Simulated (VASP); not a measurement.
Write the native input for VASP 6.6.1 that does the following.

```
Task                   : single point
Functional             : revPBE
Potentials or basis    : VASP PAW PBE potentials, release 64 (Yb)
Cutoff                 : 520 eV
k mesh                 : 7 × 7 × 7
Occupations            : fermi-dirac, width 0.1 eV
Spin                   : no spin polarisation
Dipole correction      : no
Further INCAR settings : ALGO = Normal; EDIFF = 1e-06; NBANDS = 31
```

The structure of Yb lies in POSCAR:

```
Yb
1.0
    0.0000000000      4.6077104441      4.6077104441
    4.6077104441      0.0000000000      4.6077104441
    4.6077104441      4.6077104441      0.0000000000
Yb
2
Direct
    0.1250000000      0.1250000000      0.1250000000
    0.8750000000      0.8750000000      0.8750000000
```

This cell differs from its parent crystal: volume scaled by 1.12.

The input as run:

INCAR

```
SYSTEM = Yb
PREC = Accurate
ENCUT = 520
EDIFF = 1E-6
ISMEAR = -1
SIGMA = 0.1
LREAL = .False.
LASPH = .True.
NELM = 100
ALGO = Normal
ISIF = 2
LWAVE = .False.
LCHARG = .False.
GGA = RE
NBANDS = 31
```

KPOINTS

```
regular mesh
0
Gamma
  7 7 7
  0 0 0
```

Potentials or basis: VASP PAW PBE potentials, release 64 (Yb).

The run is started by

```bash
$ cat potpaw_PBE.64/Yb/POTCAR > POTCAR
$ mpirun -np 1 vasp_std > vasp.out
```

It gave:

```yaml
Pressure: -0.5 GPa
Band_gap_on_the_k_mesh: zero (band 24 reaches 0.19 eV, above the bottom of band 25 at -0.66 eV)
```

Caveat: the PAW data sets were made with another functional, which shifts forces and pressure a little; spin-orbit coupling is left out, which moves the levels of the heavy elements.

Run time: 4 min on 1 thread of Intel(R) Xeon(R) Platinum 8488C (Sapphire Rapids), on a shared host, peak memory 0.38 GiB.
